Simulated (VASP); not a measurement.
A run of VASP 6.6.1:

Contents of INCAR:

```
SYSTEM = GaS
ALGO = Normal
EDIFF = 1E-6
ENCUT = 500
GGA = PE
GGA_COMPAT = .False.
ISIF = 2
ISMEAR = 0
IVDW = 12
LASPH = .True.
LCHARG = .True.
LELF = .True.
LREAL = .False.
LVHAR = .True.
LWAVE = .False.
NBANDS = 48
NELM = 120
PREC = Accurate
SIGMA = 0.02
```

The input KPOINTS:

```
k-points
0
Gamma
  9 9 2
  0 0 0
```

POSCAR

```
GaS
1.0
    3.5917369857      0.0000000000      0.0000000000
   -1.7958684928      3.1105354733      0.0000000000
    0.0000000000      0.0000000000     15.4485186353
Ga S
4 4
Direct
    0.3333333333      0.6666666667      0.1707981398
    0.6666666667      0.3333333333      0.6707981398
    0.3333333333      0.6666666667      0.3292018602
    0.6666666667      0.3333333333      0.8292018602
    0.3333333333      0.6666666667      0.6004299004
    0.6666666667      0.3333333333      0.1004299004
    0.3333333333      0.6666666667      0.8995700996
    0.6666666667      0.3333333333      0.3995700996
```

Potentials or basis: VASP PAW PBE potentials, release 64 (Ga_d, S).

Launch:

```console
$ cat potpaw_PBE.64/Ga_d/POTCAR potpaw_PBE.64/S/POTCAR > POTCAR
$ mpirun -np 1 vasp_std > vasp.out
```

Hardware: 1 thread of Intel(R) Xeon(R) 6975P-C (Granite Rapids), with other jobs on the host.

Problem. How long does it take, and how much memory?

Solution. It took 120 s on 1 thread of Intel(R) Xeon(R) 6975P-C (Granite Rapids), with other jobs on the host, peak memory 0.37 GiB. Counts: scf iterations 15, k points 24.
